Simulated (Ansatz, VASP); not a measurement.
# MgS5: VASP beside Ansatz

```
Mg S
1.0
     4.67919    0.00000    0.00000
    -2.33959    4.05229    0.00000
     0.00000    0.00000    7.56799
Mg S
1 5
Direct
  0.00000 0.00000 0.00000
  0.00000 0.73927 0.50000
  0.73927 0.00000 0.50000
  0.26073 0.26073 0.50000
  0.66667 0.33333 0.00000
  0.33333 0.66667 0.00000
```

Change from the starting cell: species swapped into the Mg5Zn type (P-62m, No. 189).

Alike in both runs: functional PBE; k mesh 3 × 3 × 4; occupations gaussian, width 0.1 eV; no spin polarisation.

Ansatz relaxed the structure, and its values are those at the end. VASP's run is a single point on that final structure, the one shown.

```csv
,VASP,Ansatz
version,VASP 6.6.1,Ansatz 0.2.0
potentials or method,"VASP PAW PBE potentials, release 64 (Mg_sv, S), cutoff 840 eV","scalar-relativistic, plane waves, PAW"
valence electrons in the cell,40,40
```

```tsv
	VASP	Ansatz	Ansatz less VASP
gap on the k mesh at the Fermi level (eV)	none	none	-
pressure (GPa)	-0.3	0.0	+0.29
rms of the force components (eV/Å)	0.083	0.000	-0.0826
```

A gap of «none» marks a metal or a gap that the smearing closes. With one functional, cell and mesh, what is left measures potentials, basis and numerics.

The k mesh is coarse, so the values compare programs but aren't converged.
